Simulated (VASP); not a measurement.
# GaN (P6_3mc) in VASP: a series of runs

Aim: see how the results for GaN move with the level of theory and the settings. Levels: r2SCAN, LDA. Tasks: single point, relaxation of the atoms.

Program: VASP 6.6.1. These are calculated values, not measurements. Logs are shortened: lines on timing, memory, paths and dates and some standing lists are left out, and cuts for length are marked.

**1. The cell of the first run**

It takes space group P6_3mc (No. 186, hexagonal). Conventional cell: a = 3.189 Å, b = 3.189 Å, c = 5.154 Å, α = 90.00°, β = 90.00°, γ = 120.00°. Within 2.6 Å of Ga (site symmetry 3m) lie 4 N at 1.95 Å. Within 2.6 Å of N (site symmetry 3m) lie 4 Ga at 1.95 Å.

**2. Single point, r2SCAN**

The input, POSCAR:

```
GaN
1.0
    3.1889999985      0.0000000000      0.0000000000
   -1.5944999992      2.7617550113      0.0000000000
    0.0000000000      0.0000000000      5.1538900000
Ga N
2 2
Direct
    0.3333333333      0.6666666667     -0.0005075269
    0.6666666667      0.3333333333      0.4994924731
    0.3333333333      0.6666666667      0.3775075269
    0.6666666667      0.3333333333      0.8775075269
```

The input, INCAR.step1:

```
SYSTEM = GaN
PREC = Accurate ; ENCUT = 520
ISMEAR = 0 ; SIGMA = 0.05
LREAL = .FALSE. ; LASPH = .TRUE.
NELM = 60 ; NBANDS = 26
GGA = PE ; ALGO = Normal
EDIFF = 1E-4 ; LWAVE = .TRUE.
LCHARG = .FALSE.
```

The input, INCAR.step2:

```
SYSTEM = GaN
PREC = Accurate ; ENCUT = 520
EDIFF = 1E-6 ; ISMEAR = 0
SIGMA = 0.05 ; LREAL = .FALSE.
LASPH = .TRUE. ; NELM = 60
ALGO = Normal ; ISIF = 2
LWAVE = .FALSE. ; LCHARG = .TRUE.
METAGGA = R2SCAN ; LMIXTAU = .TRUE.
LELF = .TRUE. ; LVHAR = .TRUE.
NBANDS = 26 ; ISTART = 1
```

The input, KPOINTS:

```
regular mesh
0
G
  8 8 5
  0 0 0
```

Potentials or basis: VASP PAW PBE potentials, release 64 (Ga_d, N).

On the command line:

```console
$ cat potpaw_PBE.64/Ga_d/POTCAR potpaw_PBE.64/N/POTCAR > POTCAR
$ cp INCAR.step1 INCAR
$ mpirun -np 1 vasp_std > vasp.out
$ cp INCAR.step2 INCAR
$ mpirun -np 1 vasp_std > vasp.out
```

OUTCAR:

```text
SYSTEM = GaN
   PREC = Accurate
   ENCUT = 520
   EDIFF = 1E-6
   ISMEAR = 0
   LREAL = .FALSE.
   LASPH = .TRUE.
   NELM = 60
   ISIF = 2
   METAGGA = R2SCAN
   ISTART = 1

 ion  position               nearest neighbor table
   1  0.333  0.667  0.999-   4 1.95   4 1.95   4 1.95   3 1.95
   2  0.667  0.333  0.499-   3 1.95   3 1.95   3 1.95   4 1.95
   3  0.333  0.667  0.378-   2 1.95   2 1.95   2 1.95   1 1.95
   4  0.667  0.333  0.878-   1 1.95   1 1.95   1 1.95   2 1.95

  LATTYP: Found a hexagonal cell.
 ALAT       =     3.1889999985
 C/A-ratio  =     1.6161461281

  Lattice vectors:

 A1 = (   3.1889999985,   0.0000000000,   0.0000000000)
 A2 = (  -1.5944999992,   2.7617550113,   0.0000000000)
 A3 = (   0.0000000000,   0.0000000000,   5.1538900000)

Analysis of symmetry for initial positions (statically):
=====================================================================
 Subroutine PRICEL returns:
 Original cell was already a primitive cell.

 Routine SETGRP: Setting up the symmetry group for a
 hexagonal supercell.

 Subroutine GETGRP returns: Found 12 space group operations
 (whereof  6 operations were pure point group operations)
 out of a pool of 24 trial point group operations.

The static configuration has the point symmetry C_3v.
 The point group associated with its full space group is C_6v.

Analysis of symmetry for dynamics (positions and initial velocities):
=====================================================================
 Subroutine PRICEL returns:
 Original cell was already a primitive cell.

 Routine SETGRP: Setting up the symmetry group for a
 hexagonal supercell.

 Subroutine GETGRP returns: Found 12 space group operations
 (whereof  6 operations were pure point group operations)
 out of a pool of 24 trial point group operations.

The dynamic configuration has the point symmetry C_3v.
 The point group associated with its full space group is C_6v.

 Subroutine INISYM returns: Found 12 space group operations
 (whereof  6 operations are pure point group operations),
 and found     1 'primitive' translations

----------------------------------------------------------------------------------------

                                     Primitive cell

  volume of cell :      45.3915

  direct lattice vectors                    reciprocal lattice vectors
     3.188999998  0.000000000  0.000000000     0.313577924  0.181044299  0.000000000
    -1.594499999  2.761755011  0.000000000     0.000000000  0.362088598  0.000000000
[... 86 lines left out ...]
   LASPH  =      T    aspherical Exc in radial PAW
   ENCUT  =  520.0 eV  38.22 Ry    6.18 a.u.   5.93  5.93  9.58*2*pi/ulx,y,z
   NELM   =     60;   NELMIN=  2; NELMDL=  0     # of ELM steps
   EDIFF  = 0.1E-05   stopping-criterion for ELM
   LREAL  =      F    real-space projection
   EDIFFG = 0.1E-04   stopping-criterion for IOM
   NSW    =      0    number of steps for IOM
   IBRION =     -1    ionic relax: 0-MD 1-quasi-New 2-CG
   NFREE  =      0    steps in history (QN), initial steepest desc. (CG)
   ISIF   =      2    stress and relaxation
   ISYM   =      2    0-nonsym 1-usesym 2-fastsym
   POTIM  = 0.5000    time-step for ionic-motion
   TEBEG  =    0.0;   TEEND  =   0.0 temperature during run
   PSTRESS=    0.0 pullay stress
   NELECT =      36.0000    total number of electrons
   NUPDOWN=      -1.0000    fix difference up-down
   EMIN   =  10.00;   EMAX   =-10.00  energy-range for DOS
   EFERMI =   0.00;   METHOD = LEGACY
   ISMEAR =     0;   SIGMA  =   0.05  broadening in eV -4-tet -1-fermi 0-gaus
   EFERMI_NEDOS =   21; number of points for ismear=-14 and -15
   IALGO  =     38    algorithm
   IMIX   =      4    mixing-type and parameters
     AMIX     =   0.40;   BMIX     =  1.00
     AMIX_MAG =   1.60;   BMIX_MAG =  1.00
  volume/ion in A,a.u.               =      11.35        76.58
  Fermi-wavevector in a.u.,A,eV,Ry     =   1.515365  2.863626 31.243501  2.296333
  Thomas-Fermi vector in A             =   2.624899
   LORBIT       =      0    0 simple, 1 ext, 2 COOP (PROOUT), +10 PAW based schemes
   METAGGA = R2SCAN    functional components
   LHFCALC =     F    Hartree Fock is set to
   AEXX    =    0.0000 exact exchange contribution
   IVDW    =     0    specifies the selected vdW correction
   LEPSILON=     F    determine dielectric tensor
   LRPA    =     F    only Hartree local field effects (RPA)
 non-spin polarized calculation
 Gauss-broadening in eV      SIGMA  =   0.05
  energy-cutoff  :      520.00
  volume of cell :       45.39
 maximum number of plane-waves:      1237
 NGX is ok and might be reduce to    24
   NGX = 11   NGY = 11   NGZ = 19

 number of electron      35.9999997 magnetization

 Free energy of the ion-electron system (eV)
  ---------------------------------------------------
  ext. energy  EPLUGINS =         0.00000000
  ---------------------------------------------------
  free energy    TOTEN  =       -43.81838393 eV

  energy without entropy =      -43.81838393  energy(sigma->0) =      -43.81838393

 E-fermi :   5.3397     XC(G=0): -12.6752

 val. band max:        5.1181462399   @ k =   0.0000   0.0000   0.0000
 cond. band min:       7.4940613513   @ k =   0.0000   0.0000   0.0000
 fundamental gap:      2.3759151114
 Fermi energy:         5.3397481770

 k-point     1 :       0.0000    0.0000    0.0000
  band No.  band energies     occupation
      1     -11.7059      2.00000
      2     -10.6878      2.00000
      3      -8.7031      2.00000
      4      -8.6889      2.00000
      5      -8.6889      2.00000
      6      -8.6189      2.00000
[... 685 lines left out ...]
     25      17.5478      0.00000
     26      18.5676      0.00000

 [... further k-points ...]
[... 5 lines left out ...]
  --------------------------------------------------------------------------------------
  -------------------------------------------------------------------------------------
  Total        0.2109395      0.2109395      0.8254324      0.0000000      0.0000000      0.0000000
  in kB        7.4454957      7.4454957     29.1351506      0.0000000      0.0000000      0.0000000
  external PRESSURE =      14.6753807 kB  Pullay stress =       0.0000000 kB

 VOLUME and BASIS-vectors are now :
 -----------------------------------------------------------------------------
  energy-cutoff  :      520.00
  volume of cell :       45.39
      direct lattice vectors                 reciprocal lattice vectors
     3.188999998  0.000000000  0.000000000     0.313577924  0.181044299  0.000000000
    -1.594499999  2.761755011  0.000000000     0.000000000  0.362088598  0.000000000
     0.000000000  0.000000000  5.153890000     0.000000000  0.000000000  0.194028200

 POSITION                                       TOTAL-FORCE (eV/Angst)
 -----------------------------------------------------------------------------------
     -0.00000      1.84117      5.15127        -0.000000      0.000000      0.002051
      1.59450      0.92059      2.57433         0.000000     -0.000000      0.002051
     -0.00000      1.84117      1.94563         0.000000     -0.000000     -0.002051
      1.59450      0.92059      4.52258        -0.000000      0.000000     -0.002051
 -----------------------------------------------------------------------------------
    total drift:                                0.000002      0.000004      0.037632

  FREE ENERGIE OF THE ION-ELECTRON SYSTEM (eV)
  ---------------------------------------------------
  free  energy   TOTEN  =       -43.8183839290 eV

  energy  without entropy=      -43.8183839290  energy(sigma->0) =      -43.81838393
```

Run time: 2.8 min. Hardware: 1 thread of AMD EPYC 7R43 (Zen 3), shared host; peak memory 0.14 GiB.

What came out:

```
Free energy            : -43.8184 eV
Pressure               : 1.5 GPa
Band gap on the k mesh : 2.38 eV, direct
```

Forces on the atoms (eV/Å):
```
Ga   0.000  0.000  0.002
Ga   0.000  0.000  0.002
N    0.000  0.000 -0.002
N    0.000  0.000 -0.002
```

Levels at points of the mesh, in eV from the valence-band top:
| k point | band 14 | band 15 | band 16 | band 17 | band 18 | band 19 | band 20 | band 21 | band 22 | band 23 |
| --- | --- | --- | --- | --- | --- | --- | --- | --- | --- | --- |
| (0.00, 0.00, 0.00) | -1.10 | -1.10 | -0.01 | -0.01 | 0.00 | 2.38 | 4.75 | 10.04 | 10.54 | 10.54 |
| (0.50, 0.00, 0.00) | -5.38 | -4.29 | -2.87 | -2.23 | -1.03 | 5.54 | 6.15 | 6.62 | 9.40 | 11.09 |

Caveat: the PAW data sets were made with another functional, which shifts forces and pressure a little.

**3. Single point, r2SCAN**

POSCAR is that of step 2.

The input, INCAR.step1:

```
SYSTEM = GaN
  ALGO = Normal
  EDIFF = 1E-4
  ENCUT = 520
  GGA = PE
  ISMEAR = 0
  LASPH = .True.
  LCHARG = .False.
  LREAL = .False.
  LWAVE = .True.
  NBANDS = 26
  NELM = 80
  PREC = Accurate
  SIGMA = 0.03
```

The input, INCAR.step2:

```
SYSTEM = GaN
  ALGO = Normal
  EDIFF = 1E-7
  ENCUT = 520
  ISIF = 2
  ISMEAR = 0
  ISTART = 1
  LASPH = .True.
  LCHARG = .True.
  LELF = .True.
  LMIXTAU = .True.
  LREAL = .False.
  LVHAR = .True.
  LWAVE = .False.
  METAGGA = R2SCAN
  NBANDS = 26
  NELM = 80
  PREC = Accurate
  SIGMA = 0.03
```

The input, KPOINTS:

```
k-points
0
Gamma
  8 8 5
  0 0 0
```

Potentials or basis: VASP PAW PBE potentials, release 64 (Ga_d, N).

On the command line:

```console
$ cat potpaw_PBE.64/Ga_d/POTCAR potpaw_PBE.64/N/POTCAR > POTCAR
$ cp INCAR.step1 INCAR
$ mpirun -np 1 vasp_std > vasp.out
$ cp INCAR.step2 INCAR
$ mpirun -np 1 vasp_std > vasp.out
```

It took 3.7 min on 1 thread of AMD EPYC 7R43 (Zen 3), shared host; peak memory 0.14 GiB.

It converged, with:

```
Free energy            : -43.8184 eV
Pressure               : 1.5 GPa
Band gap on the k mesh : 2.38 eV, direct
```

Forces on the atoms (eV/Å):
```
Ga   0.000  0.000  0.002
Ga   0.000  0.000  0.002
N    0.000  0.000 -0.002
N    0.000  0.000 -0.002
```

Stress tensor (GPa, compression positive):
```
0.76 0.00 0.00
0.00 0.76 0.00
0.00 0.00 2.93
```

Levels at points of the mesh, in eV from the valence-band top:
```csv
k point,band 16,band 17,band 18,band 19,band 20,band 21
"(0.00, 0.00, 0.00)",-0.01,-0.01,0.00,2.38,4.75,10.04
"(0.50, 0.00, 0.00)",-2.87,-2.23,-1.04,5.54,6.15,6.62
```

Caveat: the PAW data sets were made with another functional, which shifts forces and pressure a little. r2SCAN opens gaps a little over a GGA but as a rule still falls short of measured ones.

(Part 1 of 2 ends here.)
